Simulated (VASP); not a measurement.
## Pb: single point with PBE

Crystal: Pb.

```
Pb
1.0
     0.00000    2.46980    2.46980
     2.46980    0.00000    2.46980
     2.46980    2.46980    0.00000
Pb
1
Direct
  0.00000 0.00000 0.00000
```

```yaml
Program: VASP 6.6.1
Task: single point
Functional: PBE
Potentials_or_basis: VASP PAW PBE potentials, release 64 (Pb_d)
Cutoff: 520 eV
k_mesh: 13 × 13 × 13
Occupations: methfessel-paxton, width 0.025 eV
Spin: no spin polarisation
Dipole_correction: no
Further_INCAR_settings: ALGO = Normal; EDIFF = 1e-06; NBANDS = 13
```

| Quantity | Value |
| --- | --- |
| Pressure | 2.6 GPa |
| Band gap on the k mesh | zero (bands 7 and 8 overlap by 9.15 eV) |

Levels at points of the mesh, in eV from the Fermi level:
```tsv
k point	band 4	band 5	band 6	band 7	band 8	band 9	band 10	band 11
(0.00, 0.00, 0.00)	-17.05	-17.05	-11.91	7.36	7.36	7.36	9.65	11.31
```

It took 12 s on 1 thread of Intel(R) Xeon(R) 6975P-C (Granite Rapids), on a shared host, peak memory 0.17 GiB.

Caveat: spin-orbit coupling is left out, which moves the levels of the heavy elements.
